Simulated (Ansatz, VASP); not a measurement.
**Two plane-wave programs on Sn3S**

```xyz
4
Lattice="4.8406 0.0000 0.0000 0.0000 4.8406 0.0000 0.0000 0.0000 4.8406" Properties=species:S:1:pos:R:3 pbc="T T T"
Sn    0.0000    2.4203    2.4203
Sn    2.4203    0.0000    2.4203
Sn    2.4203    2.4203    0.0000
S     0.0000    0.0000    0.0000
```

Alike in both runs: task single point; functional PBEsol; k mesh 10 × 10 × 10; occupations gaussian, width 0.1 eV; no spin polarisation.

|  | VASP | Ansatz |
| --- | --- | --- |
| version | VASP 6.6.1 | Ansatz 0.2.0 |
| potentials or method | VASP PAW PBE potentials, release 64 (Sn_d, S), cutoff 520 eV | scalar-relativistic, plane waves, PAW |
| valence electrons in the cell | 48 | 48 |

|  | VASP | Ansatz | Ansatz less VASP |
| --- | --- | --- | --- |
| gap on the k mesh at the Fermi level (eV) | none | none | - |
| pressure (GPa) | -6.6 | -6.6 | +0.05 |

VASP's potentials were made for PBE, not for PBEsol. A gap of «none» marks a metal or a gap that the smearing closes.
